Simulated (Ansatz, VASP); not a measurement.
MgO: VASP beside Ansatz

The input INCAR:

```
SYSTEM = MgO
ALGO     = Normal         ! electronic algorithm
EDIFF    = 1E-6           ! SCF threshold, eV
ENCUT    = 600            ! plane-wave cutoff, eV
GGA      = CA             ! functional
GGA_COMPAT= .False.      
ISIF     = 2              ! what is computed and relaxed
ISMEAR   = -1             ! smearing method
LASPH    = .True.         ! aspherical terms in the spheres
LCHARG   = .False.        ! write CHGCAR
LREAL    = .False.        ! projectors in reciprocal space
LWAVE    = .False.        ! write WAVECAR
NBANDS   = 11             ! bands
NELM     = 120            ! most SCF steps
PREC     = Accurate       ! precision mode
SIGMA    = 0.05           ! smearing width, eV
```

Contents of KPOINTS:

```
k-points
0
Gamma
  16 16 16
  0 0 0
```

The input POSCAR:

```
MgO
1.0
    0.0000000000      2.2128936460      2.2128936460
    2.2128936460      0.0000000000      2.2128936460
    2.2128936460      2.2128936460      0.0000000000
Mg O
1 1
Direct
    0.0000000000      0.0000000000      0.0000000000
    0.2500000000      0.2500000000      0.2500000000
```

Input for Ansatz:

```yaml
crystal:
  lattice:
    - [0.0, 2.212893646, 2.212893646]
    - [2.212893646, 0.0, 2.212893646]
    - [2.212893646, 2.212893646, 0.0]
  atoms:
    - { symbol: Mg, position: [0.0, 0.0, 0.0] }
    - { symbol: O, position: [0.25, 0.25, 0.25] }
kpoints:
  mp_grid: { grid: [16, 16, 16] }
  band_path:
    path:
      - [0.0, 0.0, 0.0]
      - [-0.5, -0.5, 0.0]
      - [-0.375, -0.375, 0.25]
      - [-0.375, 0.0, 0.375]
      - [0.0, 0.0, 0.0]
      - [0.0, 0.0, 0.5]
      - [-0.5, -0.25, 0.25]
      - [-0.5, -0.5, 0.0]
    npoints: 8
scf:
  occupations: { method: fermi_dirac, width: 0.05 }
hamiltonian:
  xc: lda
  pseudopotentials: { kind: paw }
output:
  forces: true
  stress: true
  eigenvalues: true
  populations: true
  dos: { projected: true, de: 0.2, e_range: [-14, 8] }
```

Change from the starting cell: volume scaled by 0.94, PAW files.

Alike in both runs: task single point; functional LDA; k mesh 16 × 16 × 16; occupations fermi-dirac, width 0.05 eV; no spin polarisation.

|  | VASP | Ansatz |
| --- | --- | --- |
| version | VASP 6.6.1 | Ansatz 0.2.0 |
| potentials or method | VASP PAW LDA potentials, release 64 (Mg, O) | PAW with Ansatz's default frozen-core files, scalar-relativistic |
| plane-wave cutoff (eV) | 600 | 420 |
| valence electrons in the cell | 8 | 16 |

Ansatz gave:

| Quantity | Value |
| --- | --- |
| gap on the k mesh at the Fermi level (eV) | 4.09 |
| pressure (GPa) | 9.1 |

Problem. What did VASP give for the same quantities?

Solution. gap on the k mesh at the Fermi level (eV): 4.10; pressure (GPa): 8.2.

LDA's correlation is that of Perdew and Zunger in VASP and of Perdew and Wang (1992) in Ansatz. VASP's potentials hold 8 valence electrons a cell and Ansatz's 16, so a difference there can come from the potentials and not from the codes.
